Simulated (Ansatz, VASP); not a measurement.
CdIn2O4: VASP beside Ansatz

```
Cd In O
1.0
     0.00000    4.60036    4.60036
     4.60036    0.00000    4.60036
     4.60036    4.60036    0.00000
Cd In O
2 4 8
Cartesian
  0.0000 0.0000 0.0000
  2.3002 2.3002 2.3002
  5.7505 5.7505 5.7505
  5.7505 3.4503 3.4503
  3.4503 3.4503 5.7505
  3.4503 5.7505 3.4503
  7.9299 7.9299 7.9299
  3.5710 5.6297 5.6297
  5.8712 5.8712 7.9299
  5.6297 3.5710 5.6297
  7.9299 5.8712 5.8712
  3.5710 3.5710 3.5710
  5.8712 7.9299 5.8712
  5.6297 5.6297 3.5710
```

Alike in both runs: task single point; functional PBE; k mesh 6 × 6 × 6; occupations fermi-dirac, width 0.02 eV; non-collinear spin, spin-orbit coupling.

|  | VASP | Ansatz |
| --- | --- | --- |
| version | VASP 6.6.1 | Ansatz 0.2.0 |
| potentials or method | VASP PAW PBE potentials, release 64 (Cd, In_d, O) | plane waves, PAW |
| plane-wave cutoff (eV) | 600 | 420 |
| valence electrons in the cell | 124 | 140 |

VASP gave:

| Quantity | Value |
| --- | --- |
| pressure (GPa) | 6.0 |
| rms of the force components (eV/Å) | 0.070 |
| net moment per atom (μB) | 0.00 |

Estimate Ansatz's values.

pressure (GPa): 5.4; rms of the force components (eV/Å): 0.085; net moment per atom (μB): 0.00.

Atom by atom the forces differ by 0.016 eV/Å (rms over components). VASP's potentials hold 124 valence electrons a cell and Ansatz's 140, so a difference there can come from the potentials and not from the codes.
